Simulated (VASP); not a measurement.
# LiF (P6_3/mmc) in VASP: notebook

The runs below take LiF through single point, with r2SCAN.

All numbers are computed with VASP 6.6.1; they aren't measurements. Logs are shortened: lines on timing, memory, paths and dates and some standing lists are left out, and cuts for length are marked.

## 1. The cell of the first run

The structure is hexagonal, space group P6_3/mmc (No. 194). The conventional cell has a = 3.280 Å, b = 3.280 Å, c = 4.000 Å, α = 90.00°, β = 90.00°, γ = 120.00°. Within 2.5 Å of Li (site symmetry -6m2) lie 5 F at 1.89 to 2.00 Å. F (site symmetry -6m2) has 5 Li at 1.89 to 2.00 Å within 2.5 Å.

## 2. Single point, r2SCAN

Input file POSCAR:

```
LiF
1.0
    3.2800798956      0.0000000000      0.0000000000
   -1.6400399478      2.8406325161      0.0000000000
    0.0000000000      0.0000000000      3.9995958192
Li F
2 2
Direct
    0.3333333333      0.6666666667      0.2500000000
    0.6666666667      0.3333333333      0.7500000000
    0.6666666667      0.3333333333      0.2500000000
    0.3333333333      0.6666666667      0.7500000000
```

Input file INCAR.step1:

```
PREC = Accurate
ENCUT = 520
ISMEAR = 0
SIGMA = 0.01
LREAL = False
LASPH = True
NELM = 60
NBANDS = 18
GGA = PE
ALGO = Normal
EDIFF = 1E-4
LWAVE = True
LCHARG = False
```

Input file INCAR.step2:

```
PREC = Accurate
ENCUT = 520
EDIFF = 1E-7
ISMEAR = 0
SIGMA = 0.01
LREAL = False
LASPH = True
NELM = 60
ALGO = Normal
ISIF = 2
LWAVE = False
LCHARG = True
METAGGA = R2SCAN
LMIXTAU = True
LELF = True
LVHAR = True
NBANDS = 18
ISTART = 1
```

Input file KPOINTS:

```
Automatic mesh
0
Gamma
  9 9 6
```

Potentials or basis: VASP PAW PBE potentials, release 64 (Li_sv, F).

Command:

```sh
> cat potpaw_PBE.64/Li_sv/POTCAR potpaw_PBE.64/F/POTCAR > POTCAR
> cp INCAR.step1 INCAR
> mpirun -np 1 vasp_std > vasp.out
> cp INCAR.step2 INCAR
> mpirun -np 1 vasp_std > vasp.out
```

OUTCAR:

```text
PREC = Accurate
   ENCUT = 520
   EDIFF = 1E-7
   ISMEAR = 0
   LREAL = False
   LASPH = True
   NELM = 60
   ISIF = 2
   METAGGA = R2SCAN
   ISTART = 1

 ion  position               nearest neighbor table
   1  0.333  0.667  0.250-   3 1.89   3 1.89   3 1.89   4 2.00   4 2.00
   2  0.667  0.333  0.750-   4 1.89   4 1.89   4 1.89   3 2.00   3 2.00
   3  0.667  0.333  0.250-   1 1.89   1 1.89   1 1.89   2 2.00   2 2.00
   4  0.333  0.667  0.750-   2 1.89   2 1.89   2 1.89   1 2.00   1 2.00

  LATTYP: Found a hexagonal cell.
 ALAT       =     3.2800798956
 C/A-ratio  =     1.2193592676

  Lattice vectors:

 A1 = (   3.2800798956,   0.0000000000,   0.0000000000)
 A2 = (  -1.6400399478,   2.8406325161,   0.0000000000)
 A3 = (   0.0000000000,   0.0000000000,   3.9995958192)

Analysis of symmetry for initial positions (statically):
=====================================================================
 Subroutine PRICEL returns:
 Original cell was already a primitive cell.

 Routine SETGRP: Setting up the symmetry group for a
 hexagonal supercell.

 Subroutine GETGRP returns: Found 24 space group operations
 (whereof 12 operations were pure point group operations)
 out of a pool of 24 trial point group operations.

The static configuration has the point symmetry D_3d.
 The point group associated with its full space group is D_6h.

Analysis of symmetry for dynamics (positions and initial velocities):
=====================================================================
 Subroutine PRICEL returns:
 Original cell was already a primitive cell.

 Routine SETGRP: Setting up the symmetry group for a
 hexagonal supercell.

 Subroutine GETGRP returns: Found 24 space group operations
 (whereof 12 operations were pure point group operations)
 out of a pool of 24 trial point group operations.

The dynamic configuration has the point symmetry D_3d.
 The point group associated with its full space group is D_6h.

 Subroutine INISYM returns: Found 24 space group operations
 (whereof 12 operations are pure point group operations),
 and found     1 'primitive' translations

----------------------------------------------------------------------------------------

                                     Primitive cell

  volume of cell :      37.2662

  direct lattice vectors                    reciprocal lattice vectors
     3.280079896  0.000000000  0.000000000     0.304870623  0.176017136  0.000000000
    -1.640039948  2.840632516  0.000000000     0.000000000  0.352034272  0.000000000
     0.000000000  0.000000000  3.999595819     0.000000000  0.000000000  0.250025264

  length of vectors
     3.280079896  3.280079896  3.999595819     0.352034272  0.352034272  0.250025264

  position of ions in fractional coordinates (direct lattice)
     0.333333333  0.666666667  0.250000000
     0.666666667  0.333333333  0.750000000
     0.666666667  0.333333333  0.250000000
     0.333333333  0.666666667  0.750000000

  ion indices of the primitive-cell ions
   primitive index   ion index
                 1           1
                 2           2
                 3           3
                 4           4

----------------------------------------------------------------------------------------

 KPOINTS: Automatic mesh

Automatic generation of k-mesh.
 Grid dimensions read from file:
 generate k-points for:    9    9    6

 Generating k-lattice:

  Cartesian coordinates                     Fractional coordinates (reciprocal lattice)
     0.033874514  0.019557460  0.000000000     0.111111111 -0.000000000  0.000000000
     0.000000000  0.039114919  0.000000000     0.000000000  0.111111111  0.000000000
     0.000000000  0.000000000  0.041670877     0.000000000  0.000000000  0.166666667

  Length of vectors
     0.039114919  0.039114919  0.041670877

  Shift w.r.t. Gamma in fractional coordinates (k-lattice)
     0.000000000  0.000000000  0.000000000

 Subroutine IBZKPT returns following result:
 ===========================================

 Found     48 irreducible k-points:

 Following reciprocal coordinates:
            Coordinates               Weight
  0.000000  0.000000  0.000000      1.000000
  0.111111  0.000000  0.000000      6.000000
  0.222222 -0.000000  0.000000      6.000000
  0.333333  0.000000  0.000000      6.000000
  0.444444 -0.000000  0.000000      6.000000
  0.111111  0.111111  0.000000      6.000000
[... 16 lines left out ...]
  0.333333  0.222222  0.166667     24.000000
  0.333333  0.333333  0.166667      4.000000
 [... further k-points ...]
   k-points           NKPTS =     48   k-points in BZ     NKDIM =     48   number of bands    NBANDS=     18
   number of dos      NEDOS =    301   number of ions     NIONS =      4
   total plane-waves  NPLWV =  17280
   dimension x,y,z NGX =    24 NGY =   24 NGZ =   30
   dimension x,y,z NGXF=    48 NGYF=   48 NGZF=   60
   ions per type =               2   2
   NGX,Y,Z   is equivalent  to a cutoff of  12.16, 12.16, 12.47 a.u.
   NGXF,Y,Z  is equivalent  to a cutoff of  24.33, 24.33, 24.94 a.u.
 SYSTEM =  unknown system
   PREC   = accura    normal or accurate (medium, high low for compatibility)
   ISTART =      1    job   : 0-new  1-cont  2-samecut
   ICHARG =      0    charge: 1-file 2-atom 10-const
   ISPIN  =      1    spin polarized calculation?
   LNONCOLLINEAR =      F non collinear calculations
   LSORBIT =      F    spin-orbit coupling
   LASPH  =      T    aspherical Exc in radial PAW
   ENCUT  =  520.0 eV  38.22 Ry    6.18 a.u.   6.10  6.10  7.44*2*pi/ulx,y,z
   NELM   =     60;   NELMIN=  2; NELMDL=  0     # of ELM steps
   EDIFF  = 0.1E-06   stopping-criterion for ELM
   LREAL  =      F    real-space projection
   EDIFFG = 0.1E-05   stopping-criterion for IOM
   NSW    =      0    number of steps for IOM
   IBRION =     -1    ionic relax: 0-MD 1-quasi-New 2-CG
   NFREE  =      0    steps in history (QN), initial steepest desc. (CG)
   ISIF   =      2    stress and relaxation
   ISYM   =      2    0-nonsym 1-usesym 2-fastsym
   POTIM  = 0.5000    time-step for ionic-motion
   TEBEG  =    0.0;   TEEND  =   0.0 temperature during run
   PSTRESS=    0.0 pullay stress
   NELECT =      20.0000    total number of electrons
   NUPDOWN=      -1.0000    fix difference up-down
   EMIN   =  10.00;   EMAX   =-10.00  energy-range for DOS
   EFERMI =   0.00;   METHOD = LEGACY
   ISMEAR =     0;   SIGMA  =   0.01  broadening in eV -4-tet -1-fermi 0-gaus
   EFERMI_NEDOS =   21; number of points for ismear=-14 and -15
   IALGO  =     38    algorithm
   IMIX   =      4    mixing-type and parameters
     AMIX     =   0.40;   BMIX     =  1.00
     AMIX_MAG =   1.60;   BMIX_MAG =  1.00
  volume/ion in A,a.u.               =       9.32        62.87
  Fermi-wavevector in a.u.,A,eV,Ry     =   1.330392  2.514076 24.081536  1.769943
  Thomas-Fermi vector in A             =   2.459482
   LORBIT       =      0    0 simple, 1 ext, 2 COOP (PROOUT), +10 PAW based schemes
   METAGGA = R2SCAN    functional components
   LHFCALC =     F    Hartree Fock is set to
   AEXX    =    0.0000 exact exchange contribution
   IVDW    =     0    specifies the selected vdW correction
   LEPSILON=     F    determine dielectric tensor
   LRPA    =     F    only Hartree local field effects (RPA)
 non-spin polarized calculation
 Gauss-broadening in eV      SIGMA  =   0.01
  energy-cutoff  :      520.00
  volume of cell :       37.27
 maximum number of plane-waves:      1032
   NGX = 13   NGY = 13   NGZ = 15

 number of electron      19.9999999 magnetization

 Free energy of the ion-electron system (eV)
  ---------------------------------------------------
  ext. energy  EPLUGINS =         0.00000000
  ---------------------------------------------------
  free energy    TOTEN  =       -23.70042744 eV

  energy without entropy =      -23.70042744  energy(sigma->0) =      -23.70042744

 E-fermi :  -2.2815     XC(G=0):  -9.6914

 val. band max:       -2.3904121593   @ k =   0.0000   0.0000   0.0000
 cond. band min:       6.2508836382   @ k =   0.0000   0.0000   0.0000
 fundamental gap:      8.6412957975
 Fermi energy:        -2.2814596800

 k-point     1 :       0.0000    0.0000    0.0000
  band No.  band energies     occupation
      1     -44.3768      2.00000
      2     -44.2970      2.00000
      3     -23.4339      2.00000
      4     -22.7933      2.00000
      5      -5.2860      2.00000
      6      -3.6777      2.00000
[... 10 lines left out ...]
     17      17.3374      0.00000
     18      22.9130      0.00000

 k-point     2 :       0.1111    0.0000    0.0000
  band No.  band energies     occupation
      1     -44.3731      2.00000
      2     -44.2975      2.00000
      3     -23.4172      2.00000
      4     -22.8113      2.00000
      5      -5.1985      2.00000
      6      -3.7585      2.00000
[... 10 lines left out ...]
     17      17.7460      0.00000
     18      21.2457      0.00000

 k-point     3 :       0.2222   -0.0000    0.0000
  band No.  band energies     occupation
      1     -44.3631      2.00000
      2     -44.2996      2.00000
      3     -23.3697      2.00000
      4     -22.8624      2.00000
      5      -4.9523      2.00000
      6      -3.9907      2.00000
[... 10 lines left out ...]
     17      18.5743      0.00000
     18      18.9999      0.00000

 k-point     4 :       0.3333    0.0000    0.0000
  band No.  band energies     occupation
      1     -44.3497      2.00000
      2     -44.3038      2.00000
      3     -23.2992      2.00000
      4     -22.9356      2.00000
      5      -4.5989      2.00000
      6      -4.3194      2.00000
[... 375 lines left out ...]
      4     -23.0034      2.00000
      5      -4.6779      2.00000
      6      -4.4754      2.00000
[... 10 lines left out ...]
     17      18.4554      0.00000
     18      19.6755      0.00000

 k-point    23 :       0.3333    0.2222    0.1667
  band No.  band energies     occupation
      1     -44.3300      2.00000
      2     -44.3143      2.00000
      3     -23.1862      2.00000
      4     -23.0646      2.00000
      5      -4.9175      2.00000
      6      -4.2458      2.00000
[... 10 lines left out ...]
     17      18.4128      0.00000
     18      19.8206      0.00000

 k-point    24 :       0.3333    0.3333    0.1667
  band No.  band energies     occupation
      1     -44.3214      2.00000
      2     -44.3214      2.00000
      3     -23.1254      2.00000
      4     -23.1254      2.00000
      5      -5.0255      2.00000
      6      -4.0250      2.00000
[... 10 lines left out ...]
     17      18.4059      0.00000
     18      20.2130      0.00000

 [... further k-points ...]
[... 5 lines left out ...]
  --------------------------------------------------------------------------------------
  -------------------------------------------------------------------------------------
  Total       -0.0999884     -0.0999884     -0.1339504      0.0000000      0.0000000      0.0000000
  in kB       -4.2987740     -4.2987740     -5.7588916      0.0000000      0.0000000      0.0000000
  external PRESSURE =      -4.7854799 kB  Pullay stress =       0.0000000 kB

 VOLUME and BASIS-vectors are now :
 -----------------------------------------------------------------------------
  energy-cutoff  :      520.00
  volume of cell :       37.27
      direct lattice vectors                 reciprocal lattice vectors
     3.280079896  0.000000000  0.000000000     0.304870623  0.176017136  0.000000000
    -1.640039948  2.840632516  0.000000000     0.000000000  0.352034272  0.000000000
     0.000000000  0.000000000  3.999595819     0.000000000  0.000000000  0.250025264

 POSITION                                       TOTAL-FORCE (eV/Angst)
 -----------------------------------------------------------------------------------
     -0.00000      1.89376      0.99990         0.000000     -0.000000      0.000000
      1.64004      0.94688      2.99970        -0.000000      0.000000      0.000000
      1.64004      0.94688      0.99990         0.000000     -0.000000      0.000000
     -0.00000      1.89376      2.99970        -0.000000      0.000000      0.000000
 -----------------------------------------------------------------------------------
    total drift:                               -0.000000      0.000000      0.000000

  FREE ENERGIE OF THE ION-ELECTRON SYSTEM (eV)
  ---------------------------------------------------
  free  energy   TOTEN  =       -23.7004274357 eV

  energy  without entropy=      -23.7004274357  energy(sigma->0) =      -23.70042744
```

Wall time 77 s (1 thread of Intel Xeon 6975P-C, shared host); peak memory 0.16 GiB.

What came out:

```
Free energy            : -23.7004 eV
Band gap on the k mesh : 8.64 eV, direct
```

Levels at points of the mesh, in eV from the valence-band top:
```tsv
k point	band 7	band 8	band 9	band 10	band 11	band 12	band 13	band 14
(0.00, 0.00, 0.00)	-1.29	-0.50	-0.50	0.00	8.64	15.86	17.64	17.89
(0.00, 0.00, 0.50)	-0.88	-0.88	-0.88	-0.88	11.18	11.18	18.17	18.17
```

Caveat: the cutoff is under 1.25 times the usual one of these potentials, so pressure, stress and relaxed cells hold a basis-set (Pulay) error; the PAW data sets were made with another functional, which shifts forces and pressure a little. A k mesh can miss the band edges.

## 3. Single point, r2SCAN (volume changed by +3%)

Input file POSCAR:

```
LiF
1.0
    3.3125580464      0.0000000000      0.0000000000
   -1.6562790232      2.8687594197      0.0000000000
    0.0000000000      0.0000000000      4.0391983533
Li F
2 2
Direct
    0.3333333333      0.6666666667      0.2500000000
    0.6666666667      0.3333333333      0.7500000000
    0.6666666667      0.3333333333      0.2500000000
    0.3333333333      0.6666666667      0.7500000000
```

Input file INCAR.step1:

```
PREC = Accurate ; ENCUT = 520
ISMEAR = 0 ; SIGMA = 0.01
LREAL = F ; LASPH = T
NELM = 60 ; NBANDS = 18
GGA = PE ; ALGO = Normal
EDIFF = 1E-4 ; LWAVE = T
LCHARG = F
```

Input file INCAR.step2:

```
PREC = Accurate ; ENCUT = 520
EDIFF = 1E-6 ; ISMEAR = 0
SIGMA = 0.01 ; LREAL = F
LASPH = T ; NELM = 60
ALGO = Normal ; ISIF = 2
LWAVE = F ; LCHARG = F
METAGGA = R2SCAN ; LMIXTAU = T
NBANDS = 18 ; ISTART = 1
```

KPOINTS is that of step 2.

Potentials or basis: VASP PAW PBE potentials, release 64 (Li_sv, F).

Command:

```sh
> cat potpaw_PBE.64/Li_sv/POTCAR potpaw_PBE.64/F/POTCAR > POTCAR
> cp INCAR.step1 INCAR
> mpirun -np 1 vasp_std > vasp.out
> cp INCAR.step2 INCAR
> mpirun -np 1 vasp_std > vasp.out
```

It took 2.1 min on 1 thread of Intel Xeon 6975P-C, shared host; peak memory 0.17 GiB.

It converged, with:

```
Free energy            : -23.6930 eV
Band gap on the k mesh : 8.48 eV, direct
```

Levels at points of the mesh, in eV from the valence-band top:
| k point | band 7 | band 8 | band 9 | band 10 | band 11 | band 12 | band 13 | band 14 |
| --- | --- | --- | --- | --- | --- | --- | --- | --- |
| (0.00, 0.00, 0.00) | -1.24 | -0.48 | -0.48 | 0.00 | 8.48 | 15.59 | 17.34 | 17.70 |
| (0.00, 0.00, 0.50) | -0.85 | -0.85 | -0.85 | -0.85 | 10.98 | 10.98 | 17.97 | 17.97 |

Caveat: the cutoff is under 1.25 times the usual one of these potentials, so pressure, stress and relaxed cells hold a basis-set (Pulay) error; the PAW data sets were made with another functional, which shifts forces and pressure a little. A k mesh can miss the band edges.

## 4. Single point, r2SCAN (volume changed by +6%)

Input file POSCAR:

```
LiF
1.0
    3.3444115202      0.0000000000      0.0000000000
   -1.6722057601      2.8963453372      0.0000000000
    0.0000000000      0.0000000000      4.0780391817
Li F
2 2
Direct
    0.3333333333      0.6666666667      0.2500000000
    0.6666666667      0.3333333333      0.7500000000
    0.6666666667      0.3333333333      0.2500000000
    0.3333333333      0.6666666667      0.7500000000
```

INCAR.step1: that of step 3 with these lines changed.

```diff
@@ -3,3 +3,3 @@
 LREAL = F ; LASPH = T
-NELM = 60 ; NBANDS = 18
+NELM = 100 ; NBANDS = 18
 GGA = PE ; ALGO = Normal
```

INCAR.step2: that of step 3 with these lines changed.

```diff
@@ -3,3 +3,3 @@
 SIGMA = 0.01 ; LREAL = F
-LASPH = T ; NELM = 60
+LASPH = T ; NELM = 100
 ALGO = Normal ; ISIF = 2
```

Input file KPOINTS:

```
regular mesh
0
Gamma
  9 9 6
```

Command:

```sh
> cat potpaw_PBE.64/Li_sv/POTCAR potpaw_PBE.64/F/POTCAR > POTCAR
> cp INCAR.step1 INCAR
> mpirun -np 1 vasp_std > vasp.out
> cp INCAR.step2 INCAR
> mpirun -np 1 vasp_std > vasp.out
```

Run time: 1.7 min. Hardware: 1 thread of Intel Xeon 6975P-C, shared host; peak memory 0.17 GiB.

Results (log left out):

```
Free energy            : -23.6749 eV
Band gap on the k mesh : 8.33 eV, direct
```

Levels at points of the mesh, in eV from the valence-band top:
```tsv
k point	band 6	band 7	band 8	band 9	band 10	band 11	band 12	band 13	band 14	band 15
(0.00, 0.00, 0.00)	-1.19	-1.19	-0.46	-0.46	0.00	8.33	15.34	17.07	17.51	17.51
(0.00, 0.00, 0.50)	-1.25	-0.82	-0.82	-0.82	-0.82	10.79	10.79	17.78	17.78	17.78
```

Caveat: the cutoff is under 1.25 times the usual one of these potentials, so pressure, stress and relaxed cells hold a basis-set (Pulay) error; the PAW data sets were made with another functional, which shifts forces and pressure a little. A k mesh can miss the band edges.

## 5. Single point, r2SCAN

Input file POSCAR:

```
LiF
1.0
    3.2800798956      0.0000000000      0.0000000000
   -1.6400399478      2.8406325161      0.0000000000
    0.0000000000      0.0000000000      3.9995958192
Li F
2 2
Direct
    0.3333333333      0.6666666667      0.2500000000
    0.6666666667      0.3333333333      0.7500000000
    0.6666666667      0.3333333333      0.2500000000
    0.3333333333      0.6666666667      0.7500000000
```

Input file INCAR.step1:

```
PREC = Accurate ; ENCUT = 520
ISMEAR = 0 ; SIGMA = 0.01
LREAL = False ; LASPH = True
NELM = 100 ; NBANDS = 18
GGA = PE ; ALGO = Normal
EDIFF = 1E-4 ; LWAVE = True
LCHARG = False
```

Input file INCAR.step2:

```
PREC = Accurate ; ENCUT = 520
EDIFF = 1E-6 ; ISMEAR = 0
SIGMA = 0.01 ; LREAL = False
LASPH = True ; NELM = 100
ALGO = Normal ; ISIF = 2
LWAVE = False ; LCHARG = False
METAGGA = R2SCAN ; LMIXTAU = True
NBANDS = 18 ; ISTART = 1
```

Input file KPOINTS:

```
regular mesh
0
Gamma
  12 12 6
```

Command:

```sh
> cat potpaw_PBE.64/Li_sv/POTCAR potpaw_PBE.64/F/POTCAR > POTCAR
> cp INCAR.step1 INCAR
> mpirun -np 1 vasp_std > vasp.out
> cp INCAR.step2 INCAR
> mpirun -np 1 vasp_std > vasp.out
```

Run time: 1.7 min. Hardware: 1 thread of Intel Xeon 6975P-C, shared host; peak memory 0.17 GiB.

Results (log left out):

| Property | Result |
| --- | --- |
| Free energy | -23.7004 eV |
| Band gap on the k mesh | 8.64 eV, direct |

Levels at points of the mesh, in eV from the valence-band top:
```tsv
k point	band 7	band 8	band 9	band 10	band 11	band 12	band 13	band 14
(0.00, 0.00, 0.00)	-1.29	-0.50	-0.50	0.00	8.64	15.86	17.64	17.89
(0.50, 0.00, 0.00)	-1.81	-1.02	-0.90	-0.48	11.18	14.87	16.04	18.65
(0.00, 0.00, 0.50)	-0.88	-0.88	-0.88	-0.88	11.18	11.18	18.17	18.17
(0.50, 0.00, 0.50)	-1.20	-1.20	-0.41	-0.41	11.82	11.82	16.98	16.98
```

Caveat: the cutoff is under 1.25 times the usual one of these potentials, so pressure, stress and relaxed cells hold a basis-set (Pulay) error; the PAW data sets were made with another functional, which shifts forces and pressure a little.

## 6. Summary

```tsv
cell	k mesh	gap on the mesh (eV)
a = 3.280, b = 3.280, c = 4.000 Å, angles 90.0, 90.0, 120.0°, 4 atoms	9 × 9 × 6	8.64
a = 3.313, b = 3.313, c = 4.039 Å, angles 90.0, 90.0, 120.0°, 4 atoms	9 × 9 × 6	8.48
a = 3.344, b = 3.344, c = 4.078 Å, angles 90.0, 90.0, 120.0°, 4 atoms	9 × 9 × 6	8.33
a = 3.280, b = 3.280, c = 4.000 Å, angles 90.0, 90.0, 120.0°, 4 atoms	12 × 12 × 6	8.64
```

Alike in all rows: task single point; level r2SCAN; potentials or basis VASP PAW PBE potentials, release 64 (Li_sv, F); no spin polarisation; cutoff (eV) 520; smearing gaussian 0.01 eV.

Caveats: the cutoff is under 1.25 times the usual one of these potentials, so pressure, stress and relaxed cells hold a basis-set (Pulay) error; the PAW data sets were made with another functional, which shifts forces and pressure a little.

Total energies depend on the potentials used, so only differences within one code and one set of settings carry meaning.
